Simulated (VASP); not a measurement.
# Ca31CuO32 (a cell with a defect) in VASP: single point with PBEsol

Aim: the single point of Ca31CuO32 (a cell with a defect) with PBEsol.

All numbers are computed with VASP 6.6.1; they aren't measurements. Logs are shortened: lines on timing, memory, paths and dates and some standing lists are left out, and cuts for length are marked.

## Step 1: The cell of the first run

The cell holds a defect, 64 atoms: a = 9.535 Å, b = 9.535 Å, c = 9.535 Å, α = 90.00°, β = 90.00°, γ = 90.00°.

## Step 2: Single point, PBEsol

File INCAR:

```
  ALGO = Normal
  EDIFF = 1E-6
  ENCUT = 520
  GGA = PS
  GGA_COMPAT = F
  ISIF = 2
  ISMEAR = -1
  ISYM = -1
  LASPH = T
  LCHARG = F
  LREAL = Auto
  LWAVE = F
  NBANDS = 294
  NELECT = 514.0
  NELM = 120
  PREC = Accurate
  SIGMA = 0.05
```

File KPOINTS:

```
explicit points
1
Reciprocal
  0.25000000   0.25000000   0.25000000 1
```

File POSCAR:

```
Ca31CuO32
1.0
    9.5352000000      0.0000000000      0.0000000000
    0.0000000000      9.5352000000      0.0000000000
    0.0000000000      0.0000000000      9.5352000000
O Ca Cu
32 31 1
Direct
    0.2496590000      0.9999530000      0.0002050000
    0.2492530000      0.0011860000      0.5001110000
    0.2493010000      0.5000650000      0.9989580000
    0.2483680000      0.4992320000      0.5008620000
    0.7504360000      0.0003690000      0.9998000000
    0.7511450000      0.0023800000      0.4998310000
    0.7511070000      0.5003650000      0.9978690000
    0.7671770000      0.5008320000      0.4993740000
    0.9997460000      0.2498500000      0.0001990000
    0.0009480000      0.2494900000      0.5000980000
    0.0001520000      0.7506830000      0.9998010000
    0.0021250000      0.7513710000      0.4997940000
    0.4998770000      0.2494960000      0.9989450000
    0.4989840000      0.2486190000      0.5008450000
    0.5001630000      0.7513440000      0.9978900000
    0.5006190000      0.7674080000      0.4993880000
    0.0001390000      0.0003730000      0.2494900000
    0.9997210000      0.9999400000      0.7502990000
    0.0020750000      0.5003710000      0.2488270000
    0.0009850000      0.5000650000      0.7506610000
    0.5001130000      0.0023110000      0.2488370000
    0.4998310000      0.0012240000      0.7506490000
    0.5005580000      0.5007970000      0.2327390000
    0.4990430000      0.4993110000      0.7515800000
    0.2501370000      0.2503490000      0.2503630000
    0.2488820000      0.2490810000      0.7510820000
    0.2509770000      0.7498680000      0.2502850000
    0.2501270000      0.7497740000      0.7498060000
    0.7496580000      0.2512170000      0.2502950000
    0.7495530000      0.2503580000      0.7497970000
    0.7499470000      0.7501810000      0.2499970000
    0.7496580000      0.7498630000      0.7489640000
    0.9996580000      0.9998900000      0.0002930000
    0.9993670000      0.9996270000      0.4995580000
    0.9994120000      0.5005990000      0.0005420000
    0.0031750000      0.5010410000      0.4991370000
    0.5003770000      0.9996400000      0.0005630000
    0.5008160000      0.0034070000      0.4991300000
    0.5008060000      0.5010260000      0.9967890000
    0.2504790000      0.2506800000      0.0005160000
    0.2503260000      0.2505410000      0.5003410000
    0.2514780000      0.7494460000      0.0001020000
    0.2568670000      0.7475340000      0.5000880000
    0.7492210000      0.2516870000      0.0001060000
    0.7472740000      0.2571000000      0.5000930000
    0.7488480000      0.7490800000      0.9994920000
    0.7447920000      0.7450170000      0.4994450000
    0.2514740000      0.0000830000      0.2507460000
    0.2504430000      0.9996500000      0.7494740000
    0.2568610000      0.5000700000      0.2526840000
    0.2502700000      0.4998340000      0.7496720000
    0.7488090000      0.0006610000      0.2511230000
    0.7492030000      0.0000580000      0.7484690000
    0.7447940000      0.5007460000      0.2551190000
    0.7472400000      0.5000620000      0.7431070000
    0.9998520000      0.2516960000      0.2507370000
    0.9994320000      0.2506720000      0.7494560000
    0.0004330000      0.7490760000      0.2511020000
    0.9998500000      0.7494310000      0.7484670000
    0.4998360000      0.2571370000      0.2526910000
    0.4995970000      0.2505010000      0.7496560000
    0.5005030000      0.7450450000      0.2551100000
    0.4998200000      0.7475100000      0.7430870000
    0.4621730000      0.4625630000      0.5379090000
```

Potentials or basis: VASP PAW PBE potentials, release 64 (O, Ca_sv, Cu).

Command:

```bash
> cat potpaw_PBE.64/O/POTCAR potpaw_PBE.64/Ca_sv/POTCAR potpaw_PBE.64/Cu/POTCAR > POTCAR
> mpirun -np 1 vasp_std > vasp.out
```

OUTCAR:

```text
EDIFF = 1E-6
   ENCUT = 520
   GGA = PS
   ISIF = 2
   ISMEAR = -1
   ISYM = -1
   LASPH = T
   LREAL = Auto
   NELECT = 514.0
   NELM = 120
   PREC = Accurate

 ion  position               nearest neighbor table
   1  0.250  1.000  0.000-  33 2.38  42 2.39  48 2.39  37 2.39  40 2.39  49 2.39
   2  0.249  0.001  0.500-  41 2.38  49 2.38  48 2.38  34 2.38  38 2.40  43 2.42
   3  0.249  0.500  0.999-  51 2.38  40 2.38  42 2.38  35 2.38  39 2.40  50 2.42
   4  0.248  0.499  0.501-  64 2.10  36 2.34  50 2.37  43 2.37  41 2.37  51 2.37
   5  0.750  0.000  1.000-  33 2.38  37 2.38  46 2.40  44 2.40  52 2.40  53 2.40
   6  0.751  0.002  0.500-  34 2.37  53 2.37  52 2.37  38 2.39  45 2.43  47 2.45
   7  0.751  0.500  0.998-  35 2.37  44 2.37  46 2.37  39 2.39  55 2.43  54 2.45
   8  0.767  0.501  0.499-  36 2.25  45 2.33  55 2.33  47 2.34  54 2.34
   9  1.000  0.250  0.000-  33 2.38  44 2.39  56 2.39  40 2.39  57 2.39  35 2.39
  10  0.001  0.249  0.500-  57 2.38  56 2.38  41 2.38  34 2.38  36 2.40  45 2.42
  11  0.000  0.751  1.000-  33 2.38  35 2.38  58 2.40  46 2.40  42 2.40  59 2.40
  12  0.002  0.751  0.500-  34 2.37  59 2.37  58 2.37  36 2.39  43 2.43  47 2.45
  13  0.500  0.249  0.999-  61 2.38  44 2.38  40 2.38  37 2.38  39 2.40  60 2.42
  14  0.499  0.249  0.501-  64 2.10  38 2.34  60 2.37  45 2.37  41 2.37  61 2.37
  15  0.500  0.751  0.998-  37 2.37  46 2.37  42 2.37  39 2.39  63 2.43  62 2.45
  16  0.501  0.767  0.499-  38 2.25  63 2.33  43 2.33  47 2.34  62 2.34
  17  0.000  0.000  0.249-  33 2.38  34 2.38  58 2.40  56 2.40  52 2.40  48 2.40
  18  1.000  1.000  0.750-  33 2.38  59 2.39  53 2.39  49 2.39  57 2.39  34 2.39
  19  0.002  0.500  0.249-  35 2.37  56 2.37  58 2.37  36 2.39  50 2.43  54 2.45
  20  0.001  0.500  0.751-  51 2.38  59 2.38  57 2.38  35 2.38  36 2.40  55 2.42
  21  0.500  0.002  0.249-  37 2.37  48 2.37  52 2.37  38 2.39  60 2.43  62 2.45
  22  0.500  0.001  0.751-  61 2.38  53 2.38  49 2.38  37 2.38  38 2.40  63 2.42
[... 25 lines left out ...]
  48  0.251  0.000  0.251-  21 2.37   2 2.38  27 2.39  25 2.39   1 2.39  17 2.40
  49  0.250  1.000  0.749-   2 2.38  22 2.38  26 2.38  28 2.38  18 2.39   1 2.39
  50  0.257  0.500  0.253-  23 2.33   4 2.37  25 2.38  27 2.38   3 2.42  19 2.43
  51  0.250  0.500  0.750-  24 2.37   4 2.37  20 2.38   3 2.38  28 2.38  26 2.39  64 2.88
  52  0.749  0.001  0.251-  21 2.37   6 2.37  31 2.39  29 2.39   5 2.40  17 2.40
  53  0.749  0.000  0.748-   6 2.37  22 2.38  32 2.39  30 2.39  18 2.39   5 2.40
  54  0.745  0.501  0.255-  23 2.34   8 2.34  31 2.38  29 2.38   7 2.45  19 2.45
  55  0.747  0.500  0.743-   8 2.33  24 2.37  30 2.38  32 2.38  20 2.42   7 2.43
  56  1.000  0.252  0.251-  19 2.37  10 2.38  29 2.39  25 2.39   9 2.39  17 2.40
  57  0.999  0.251  0.749-  10 2.38  20 2.38  26 2.38  30 2.38  18 2.39   9 2.39
  58  0.000  0.749  0.251-  12 2.37  19 2.37  31 2.39  27 2.39  17 2.40  11 2.40
  59  1.000  0.749  0.748-  12 2.37  20 2.38  32 2.39  28 2.39  18 2.39  11 2.40
  60  0.500  0.257  0.253-  23 2.33  14 2.37  25 2.38  29 2.38  13 2.42  21 2.43
  61  0.500  0.251  0.750-  24 2.37  14 2.37  22 2.38  13 2.38  30 2.38  26 2.39  64 2.88
  62  0.501  0.745  0.255-  23 2.34  16 2.34  31 2.38  27 2.38  15 2.45  21 2.45
  63  0.500  0.748  0.743-  16 2.33  24 2.37  28 2.38  32 2.38  22 2.42  15 2.43
  64  0.462  0.463  0.538-  24 2.10   4 2.10  14 2.10  51 2.88  61 2.88  41 2.88

IMPORTANT INFORMATION: All symmetrisations will be switched off!
NOSYMM: (Re-)initialisation of all symmetry stuff for point group C_1.

----------------------------------------------------------------------------------------

                                     Primitive cell

  volume of cell :     866.9408

  direct lattice vectors                    reciprocal lattice vectors
     9.535200000  0.000000000  0.000000000     0.104874570  0.000000000  0.000000000
     0.000000000  9.535200000  0.000000000     0.000000000  0.104874570  0.000000000
     0.000000000  0.000000000  9.535200000     0.000000000  0.000000000  0.104874570

  length of vectors
     9.535200000  9.535200000  9.535200000     0.104874570  0.104874570  0.104874570

  position of ions in fractional coordinates (direct lattice)
     0.249659000  0.999953000  0.000205000
     0.249253000  0.001186000  0.500111000
     0.249301000  0.500065000  0.998958000
     0.248368000  0.499232000  0.500862000
     0.750436000  0.000369000  0.999800000
     0.751145000  0.002380000  0.499831000
[... 56 lines left out ...]
     0.499820000  0.747510000  0.743087000
     0.462173000  0.462563000  0.537909000

  ion indices of the primitive-cell ions
   primitive index   ion index
                 1           1
                 2           2
                 3           3
                 4           4
                 5           5
                 6           6
[... 56 lines left out ...]
                63          63
                64          64

----------------------------------------------------------------------------------------

 KPOINTS: explicit points

Read explicit list of k-points.

 Found      1 k-points:

 Following reciprocal coordinates:
            Coordinates               Weight
  0.250000  0.250000  0.250000      1.000000
   k-points           NKPTS =      1   k-points in BZ     NKDIM =      1   number of bands    NBANDS=    294
   number of dos      NEDOS =    301   number of ions     NIONS =     64
   total plane-waves  NPLWV = 373248
   dimension x,y,z NGX =    72 NGY =   72 NGZ =   72
   dimension x,y,z NGXF=   144 NGYF=  144 NGZF=  144
   ions per type =              32  31   1
   NGX,Y,Z   is equivalent  to a cutoff of  12.55, 12.55, 12.55 a.u.
   NGXF,Y,Z  is equivalent  to a cutoff of  25.11, 25.11, 25.11 a.u.
 SYSTEM =  unknown system
   PREC   = accura    normal or accurate (medium, high low for compatibility)
   ISTART =      0    job   : 0-new  1-cont  2-samecut
   ICHARG =      2    charge: 1-file 2-atom 10-const
   ISPIN  =      1    spin polarized calculation?
   LNONCOLLINEAR =      F non collinear calculations
   LSORBIT =      F    spin-orbit coupling
   LASPH  =      T    aspherical Exc in radial PAW
   ENCUT  =  520.0 eV  38.22 Ry    6.18 a.u.  17.73 17.73 17.73*2*pi/ulx,y,z
   NELM   =    120;   NELMIN=  2; NELMDL= -5     # of ELM steps
   EDIFF  = 0.1E-05   stopping-criterion for ELM
   LREAL  =      T    real-space projection
   EDIFFG = 0.1E-04   stopping-criterion for IOM
   NSW    =      0    number of steps for IOM
   IBRION =     -1    ionic relax: 0-MD 1-quasi-New 2-CG
   NFREE  =      0    steps in history (QN), initial steepest desc. (CG)
   ISIF   =      2    stress and relaxation
   ISYM   =     -1    0-nonsym 1-usesym 2-fastsym
   POTIM  = 0.5000    time-step for ionic-motion
   TEBEG  =    0.0;   TEEND  =   0.0 temperature during run
   PSTRESS=    0.0 pullay stress
   NELECT =     514.0000    total number of electrons
   NUPDOWN=      -1.0000    fix difference up-down
   EMIN   =  10.00;   EMAX   =-10.00  energy-range for DOS
   EFERMI =   0.00;   METHOD = LEGACY
   ISMEAR =    -1;   SIGMA  =   0.05  broadening in eV -4-tet -1-fermi 0-gaus
   EFERMI_NEDOS =   21; number of points for ismear=-14 and -15
   IALGO  =     38    algorithm
   IMIX   =      4    mixing-type and parameters
     AMIX     =   0.40;   BMIX     =  1.00
     AMIX_MAG =   1.60;   BMIX_MAG =  1.00
  volume/ion in A,a.u.               =      13.55        91.41
  Fermi-wavevector in a.u.,A,eV,Ry     =   1.375306  2.598952 25.734972  1.891467
  Thomas-Fermi vector in A             =   2.500654
   LORBIT       =      0    0 simple, 1 ext, 2 COOP (PROOUT), +10 PAW based schemes
   GGA     = PS    functional components
   LHFCALC =     F    Hartree Fock is set to
   AEXX    =    0.0000 exact exchange contribution
   IVDW    =     0    specifies the selected vdW correction
   LEPSILON=     F    determine dielectric tensor
   LRPA    =     F    only Hartree local field effects (RPA)
 non-spin polarized calculation
  energy-cutoff  :      520.00
  volume of cell :      866.94
 maximum number of plane-waves:     23336
 NGX is ok and might be reduce to    70
   NGX = 35   NGY = 35   NGZ = 35

 number of electron     513.9999776 magnetization

 Free energy of the ion-electron system (eV)
  ---------------------------------------------------
  ext. energy  EPLUGINS =         0.00000000
  ---------------------------------------------------
  free energy    TOTEN  =      -421.84918487 eV

  energy without entropy =     -421.84918487  energy(sigma->0) =     -421.84918487

 E-fermi :   5.1473     XC(G=0): -10.8647

 val. band max:        3.8283586134   @ k =   0.2500   0.2500   0.2500
 cond. band min:       6.4150646291   @ k =   0.2500   0.2500   0.2500
 fundamental gap:      2.5867060157
 Fermi energy:         5.1473253939

 k-point     1 :       0.2500    0.2500    0.2500
  band No.  band energies     occupation
      1     -35.0208      2.00000
      2     -34.9857      2.00000
      3     -34.9856      2.00000
      4     -34.9832      2.00000
      5     -34.9613      2.00000
      6     -34.9607      2.00000
[... 261 lines left out ...]
    268       7.8018      0.00000
    269       7.8078      0.00000
 [bands above 269 left out]

------------------------ aborting loop because EDIFF is reached ----------------------------------------

  FORCE on cell =-STRESS in cart. coord.  units (eV):
  Direction    XX          YY          ZZ          XY          YZ          ZX
  --------------------------------------------------------------------------------------
  -------------------------------------------------------------------------------------
  Total        7.8709964      7.8688292      7.8834020      0.3474111     -0.8743866     -0.8725867
  in kB       14.5462443     14.5422392     14.5691707      0.6420440     -1.6159378     -1.6126115
  external PRESSURE =      14.5525514 kB  Pullay stress =       0.0000000 kB

 VOLUME and BASIS-vectors are now :
 -----------------------------------------------------------------------------
  energy-cutoff  :      520.00
  volume of cell :      866.94
      direct lattice vectors                 reciprocal lattice vectors
     9.535200000  0.000000000  0.000000000     0.104874570  0.000000000  0.000000000
     0.000000000  9.535200000  0.000000000     0.000000000  0.104874570  0.000000000
     0.000000000  0.000000000  9.535200000     0.000000000  0.000000000  0.104874570

 POSITION                                       TOTAL-FORCE (eV/Angst)
 -----------------------------------------------------------------------------------
      2.38055      9.53475      0.00195        -0.002829      0.001708     -0.000976
      2.37668      0.01131      4.76866         0.002086     -0.004982      0.000135
      2.37713      4.76822      9.52526        -0.001752     -0.001503      0.003285
      2.36824      4.76028      4.77582         0.025337      0.011890     -0.011790
      7.15556      0.00352      9.53329        -0.002162      0.000176      0.000258
      7.16232      0.02269      4.76599        -0.000549     -0.004901     -0.000951
[... 56 lines left out ...]
      4.76588      7.12766      7.08548         0.002695     -0.000113      0.004002
      4.40691      4.41063      5.12907         0.023438      0.020372     -0.023300
 -----------------------------------------------------------------------------------
    total drift:                               -0.001348     -0.003497      0.004018

  FREE ENERGIE OF THE ION-ELECTRON SYSTEM (eV)
  ---------------------------------------------------
  free  energy   TOTEN  =      -421.8491848658 eV

  energy  without entropy=     -421.8491848657  energy(sigma->0) =     -421.84918487
```

It took 42 min on 1 thread of Intel Xeon 8259CL, shared host; peak memory 0.89 GiB.

What came out:

| Item | Value |
| --- | --- |
| Free energy | -421.8492 eV |
| Largest force | 0.051 eV/Å |

Forces in eV/Å, atoms in the order of the input:
```
O   -0.003  0.002 -0.001
O    0.002 -0.005  0.000
O   -0.002 -0.002  0.003
O    0.025  0.012 -0.012
O   -0.002  0.000  0.000
O   -0.001 -0.005 -0.001
O    0.002  0.000  0.004
O   -0.050  0.007 -0.006
O    0.001 -0.001 -0.001
O   -0.005  0.002  0.001
O    0.001 -0.004  0.000
O   -0.003  0.000  0.002
O   -0.002  0.001  0.005
O    0.011  0.026 -0.010
O   -0.002  0.002  0.003
O    0.007 -0.049 -0.008
O    0.000  0.000  0.003
O    0.001  0.002  0.002
O   -0.003 -0.001  0.000
O   -0.004 -0.001 -0.001
O    0.001 -0.005 -0.001
O    0.001 -0.004  0.001
O    0.007  0.007  0.048
O    0.014  0.012 -0.025
O   -0.003 -0.002  0.003
O    0.000  0.002  0.000
O   -0.006  0.002  0.000
O   -0.001 -0.003  0.002
O    0.000 -0.005 -0.001
O   -0.002 -0.003  0.003
O    0.008  0.007 -0.007
O    0.000  0.002  0.005
Ca   0.002  0.002 -0.002
Ca   0.000 -0.002  0.002
Ca  -0.003 -0.002  0.002
Ca   0.008  0.001 -0.001
Ca  -0.002 -0.002  0.000
Ca   0.000  0.010  0.000
Ca   0.001  0.001 -0.007
Ca  -0.005 -0.004  0.004
Ca  -0.008 -0.008 -0.006
Ca  -0.004  0.001  0.001
Ca  -0.005 -0.001 -0.002
Ca   0.001 -0.003  0.000
Ca   0.000 -0.003 -0.002
Ca   0.000 -0.001 -0.002
Ca   0.002  0.001  0.002
Ca  -0.004  0.000 -0.002
Ca  -0.005 -0.003  0.005
Ca  -0.003  0.003 -0.002
Ca  -0.008  0.005  0.008
Ca   0.002  0.003 -0.002
Ca   0.001  0.000  0.004
Ca   0.004 -0.002 -0.003
Ca   0.002  0.002  0.002
Ca  -0.001 -0.003 -0.001
Ca  -0.004 -0.005  0.006
Ca   0.002  0.000 -0.001
Ca  -0.002  0.001  0.004
Ca   0.003 -0.005 -0.001
Ca   0.006 -0.007  0.007
Ca  -0.002  0.002 -0.003
Ca   0.003  0.000  0.004
Cu   0.023  0.020 -0.023
```

Caveat: the cell carries a net charge on a neutralising background, which shifts energy and pressure; the cell is charged against a uniform background, so pressure and absolute levels hang on convention; the PAW data sets were made with another functional, which shifts forces and pressure a little.
